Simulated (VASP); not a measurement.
Set up this calculation in VASP 6.6.1, as the native input.

* Task: single point
* Functional: LDA
* Potentials or basis: VASP PAW LDA potentials, release 64 (Be, Li_sv)
* Cutoff: 520 eV
* k mesh: 6 × 4 × 1
* Occupations: gaussian, width 0.1 eV
* Spin: no spin polarisation
* Dipole correction: yes
* Further INCAR settings: LREAL = Auto; ALGO = Normal; EDIFF = 1e-06; NBANDS = 44

The structure of LiBe24 lies in POSCAR:

```
LiBe24
1.0
    4.4524297775      0.0000000000      0.0000000000
    0.0000000000      7.0331519566      0.0000000000
    0.0000000000      0.0000000000     19.7998741761
Be Li
24 1
Direct
    0.0000000000      0.3750000000      0.2020214858
    0.0000000000      0.8750000000      0.2020214858
    0.5000000000      0.3750000000      0.2020214858
    0.5000000000      0.8750000000      0.2020214858
    0.2500000000      0.1250000000      0.2344789084
    0.2500000000      0.6250000000      0.2344789084
    0.7500000000      0.1250000000      0.2344789084
    0.7500000000      0.6250000000      0.2344789084
    0.2500000000      0.3750000000      0.2993937535
    0.2500000000      0.8750000000      0.2993937535
    0.7500000000      0.3750000000      0.2993937535
    0.7500000000      0.8750000000      0.2993937535
    0.0000000000      0.1250000000      0.3261495638
    0.0000000000      0.6250000000      0.3261495638
    0.5000000000      0.1250000000      0.3261495638
    0.5000000000      0.6250000000      0.3261495638
    0.0000000000      0.3750000000      0.3969669031
    0.0000000000      0.8750000000      0.3969669031
    0.5000000000      0.3750000000      0.3969669031
    0.5000000000      0.8750000000      0.3969669031
    0.2500000000      0.1250000000      0.4191882283
    0.2500000000      0.6250000000      0.4191882283
    0.7500000000      0.1250000000      0.4191882283
    0.7500000000      0.6250000000      0.4191882283
    0.2500000000      0.1250000000      0.5266894585
```

These files were run (other wordings do the same):

INCAR

```
PREC = Accurate
ENCUT = 520
EDIFF = 1E-6
ISMEAR = 0
SIGMA = 0.1
LREAL = Auto
LASPH = T
NELM = 80
ALGO = Normal
ISIF = 2
LWAVE = F
LCHARG = F
LDIPOL = T
IDIPOL = 3
DIPOL = 0.5 0.5 0.322
GGA = CA
NBANDS = 44
```

KPOINTS

```
regular mesh
0
Gamma
  6 4 1
```

Potentials or basis: VASP PAW LDA potentials, release 64 (Be, Li_sv).

Launch:

```sh
$ cat potpaw_LDA.64/Be/POTCAR potpaw_LDA.64/Li_sv/POTCAR > POTCAR
$ mpirun -np 1 vasp_std > vasp.out
```

It gave:

- Largest force: 1.272 eV/Å
- Band gap on the k mesh: zero (an odd number of electrons rules out a gap without spin polarisation)

Wall time 9.9 min on 1 thread of AMD EPYC 7R13 Processor (Zen 3), with other jobs on the host, peak memory 0.54 GiB.
